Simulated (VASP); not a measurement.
Crystal: HfN.

```
CELL_PARAMETERS angstrom
3.13391 0.00000 0.00000
-1.56695 2.71404 0.00000
0.00000 0.00000 5.41677
ATOMIC_POSITIONS crystal
Hf 0.33333 0.66667 0.25000
Hf 0.66667 0.33333 0.75000
N 0.00000 0.00000 0.50000
N 0.00000 0.00000 0.00000
```

```yaml
Program: VASP 6.6.1
Task: relaxation of cell and atoms
Functional: PBEsol
Potentials_or_basis: VASP PAW PBE potentials, release 64 (Hf_pv, N)
Cutoff: 600 eV
k_mesh: 10 × 10 × 5
Occupations: fermi-dirac, width 0.05 eV
Spin: no spin polarisation
```

At the start: pressure -4.6 GPa; volume 11.52 Å³/atom.

Task: How do energy, volume and symmetry change on relaxing?

Result: Over 5 steps the energy falls by 2.8 meV/atom and the volume is 11.32 Å³/atom (-1.7 %); space group P6_3/mmc (No. 194, to 0.1 Å) before and after.

The path:
| step | energy change (eV) | largest force (eV/Å) | pressure (GPa) | volume (Å³) |
| --- | --- | --- | --- | --- |
| 1 | 0.0000 | 0.0000 | -4.62 | 46.07 |
| 2 | 0.0302 | 0.0000 | 9.69 | 43.89 |
| 3 | -0.0114 | 0.0000 | -0.02 | 45.31 |
| 4 | -0.0114 | 0.0000 | 0.05 | 45.30 |
| 5 | -0.0114 | 0.0000 | 0.05 | 45.30 |

Final structure:
```xyz
4
Lattice="3.1182 0.0000 0.0000 -1.5591 2.7005 0.0000 0.0000 0.0000 5.3793" Properties=species:S:1:pos:R:3 pbc="T T T"
Hf    0.0000    1.8003    1.3448
Hf    1.5591    0.9002    4.0344
N     0.0000    0.0000    2.6896
N     0.0000    0.0000    5.3793
```

Caveat: the PAW data sets were made with another functional, which shifts forces and pressure a little.
